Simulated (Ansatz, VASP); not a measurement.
# ZnS in VASP and in Ansatz

POSCAR

```
ZnS
1.0
    0.0000000000      2.6390890575      2.6390890575
    2.6390890575      0.0000000000      2.6390890575
    2.6390890575      2.6390890575      0.0000000000
Zn S
1 1
Direct
    0.0000000000      0.0000000000      0.0000000000
    0.2500000000      0.2500000000      0.2500000000
```

INCAR.step1

```
PREC = Accurate
ENCUT = 520
ISMEAR = 0
SIGMA = 0.01
LREAL = F
LASPH = T
NELM = 80
NBANDS = 16
GGA = PE
ALGO = Normal
EDIFF = 1E-4
LWAVE = T
LCHARG = F
```

INCAR.step2

```
PREC = Accurate
ENCUT = 520
EDIFF = 1E-6
ISMEAR = 0
SIGMA = 0.01
LREAL = F
LASPH = T
NELM = 80
ALGO = Normal
ISIF = 2
LWAVE = F
LCHARG = T
METAGGA = R2SCAN
LMIXTAU = T
LELF = T
LVHAR = T
NBANDS = 16
ISTART = 1
```

The input KPOINTS:

```
regular mesh
0
Gamma
  6 6 6
```

Input for Ansatz:

```yaml
crystal:
  lattice:
    - [0.0, 2.6390890575, 2.6390890575]
    - [2.6390890575, 0.0, 2.6390890575]
    - [2.6390890575, 2.6390890575, 0.0]
  atoms:
    - { symbol: Zn, position: [0.0, 0.0, 0.0] }
    - { symbol: S, position: [0.25, 0.25, 0.25] }
kpoints:
  mp_grid: { grid: [6, 6, 6] }
hamiltonian:
  xc: r2scan
scf:
  occupations: { method: fixed }
  n_extra_bands: 4
output:
  forces: true
  stress: true
  eigenvalues: true
```

Alike in both runs: task single point; functional r2SCAN; k mesh 6 × 6 × 6; no spin polarisation.

|  | VASP | Ansatz |
| --- | --- | --- |
| version | VASP 6.6.1 | Ansatz 0.2.0 |
| potentials or method | VASP PAW PBE potentials, release 64 (Zn, S) | plane waves, PAW |
| plane-wave cutoff (eV) | 520 | 500 |
| occupations | gaussian, width 0.01 eV | fixed |
| valence electrons in the cell | 18 | 18 |

|  | VASP | Ansatz | Ansatz less VASP |
| --- | --- | --- | --- |
| gap on the k mesh at the Fermi level (eV) | 3.01 | 2.99 | -0.017 |
| pressure (GPa) | 5.7 | 5.6 | -0.02 |

VASP's potentials were made for PBE, not for r2SCAN.
